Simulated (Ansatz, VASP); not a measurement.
One calculation of NaLa, two programs

```xyz
2
Lattice="3.6063 0.0000 0.0000 -1.8031 3.1231 0.0000 0.0000 0.0000 6.4838" Properties=species:S:1:pos:R:3 pbc="T T T"
La    0.0000    2.0821    3.2419
Na    0.0000    0.0000    0.0000
```

Alike in both runs: functional revPBE; k mesh 5 × 5 × 3; occupations fermi-dirac, width 0.05 eV; no spin polarisation.

|  | VASP | Ansatz |
| --- | --- | --- |
| version | VASP 6.6.1 | Ansatz 0.2.0 |
| potentials or method | VASP PAW PBE potentials, release 64 (La, Na_sv) | Ansatz PAW |
| plane-wave cutoff (eV) | 1130 | 420 |
| valence electrons in the cell | 20 | 20 |
| task | single point | band structure |

|  | VASP | Ansatz | Ansatz less VASP |
| --- | --- | --- | --- |
| gap on the k mesh at the Fermi level (eV) | none | none | - |
| pressure (GPa) | 0.8 | 0.9 | +0.13 |
| traceless stress, the component that is largest in VASP (GPa) | -0.39 | -0.38 | +0.008 |

VASP's potentials were made for PBE, not for revPBE. A gap of «none» marks a metal or a gap that the smearing closes.

The k mesh is coarse, so the values compare programs but aren't converged. Neither program's run includes spin-orbit coupling.
